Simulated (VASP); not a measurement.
A run of VASP 6.6.1 is set up as follows.

Contents of INCAR:

```
SYSTEM = ScAlH6
PREC = Accurate ; ENCUT = 600
EDIFF = 1E-7 ; ISMEAR = -1
SIGMA = 0.05 ; LREAL = .False.
LASPH = .True. ; NELM = 60
ALGO = Normal ; ISIF = 3
LWAVE = .False. ; LCHARG = .False.
GGA = PS ; IBRION = 2
NSW = 100 ; EDIFFG = -0.01
```

The input KPOINTS:

```
regular mesh
0
Gamma
  6 6 6
  0 0 0
```

File POSCAR:

```
ScAlH6
1.0
    2.9468170685      1.7007654416      1.9012334495
   -2.9110642100      1.6538712266      1.8878049039
   -0.0227351522     -3.3695900739      1.9078779012
Sc Al H
1 1 6
Direct
   -0.0185711074      0.0003310652      0.0020195480
    0.5248826452      0.4919722584      0.4949986486
    0.5659436200      0.2268805337      0.1461258966
    0.2489151797      0.0916624288      0.5622556988
    0.8719843252      0.4535686717      0.7581427476
    0.7561917746      0.8558515883      0.4349606346
    0.4585289788      0.7793335274      0.8765864230
    0.1198915943      0.5581047443      0.2503567614
```

Potentials or basis: VASP PAW PBE potentials, release 64 (Sc_sv, Al, H).

Launch:

```sh
$ cat potpaw_PBE.64/Sc_sv/POTCAR potpaw_PBE.64/Al/POTCAR potpaw_PBE.64/H/POTCAR > POTCAR
$ mpirun -np 1 vasp_std > vasp.out
```

Problem. Estimate the relaxed cell.

Solution. a = 3.884 Å, b = 3.867 Å, c = 3.868 Å, α = 98.14°, β = 98.27°, γ = 98.33°.

Problem. Predict the band gap on the k mesh.

Solution. 1.24 eV (least direct gap 1.64 eV).

Problem. Estimate the relaxed volume.

Solution. 7.01 Å³/atom.

Problem. Predict the space group after relaxing (to 0.1 Å).

Solution. P1 (No. 1).

The path:
```csv
step,energy change (eV),largest force (eV/Å),pressure (GPa),volume (Å³)
1,0.0000,1.7968,1.51,56.14
2,-0.1681,0.4623,-0.88,56.67
3,-0.1711,0.5529,-1.12,56.76
4,-0.1950,0.2419,-0.48,56.40
5,-0.1991,0.2869,-0.02,56.18
6,-0.2109,0.1822,0.26,56.02
7,-0.2200,0.1067,0.91,55.71
8,-0.2236,0.0441,-0.06,56.14
9,-0.2236,0.0431,-0.05,56.14
10,-0.2241,0.0263,-0.06,56.14
11,-0.2241,0.0417,-0.06,56.14
12,-0.2243,0.0208,0.02,56.10
13,-0.2243,0.0302,0.04,56.09
14,-0.2244,0.0069,0.04,56.10
```

Caveat: the PAW data sets were made with another functional, which shifts forces and pressure a little. A k mesh can miss the band edges.
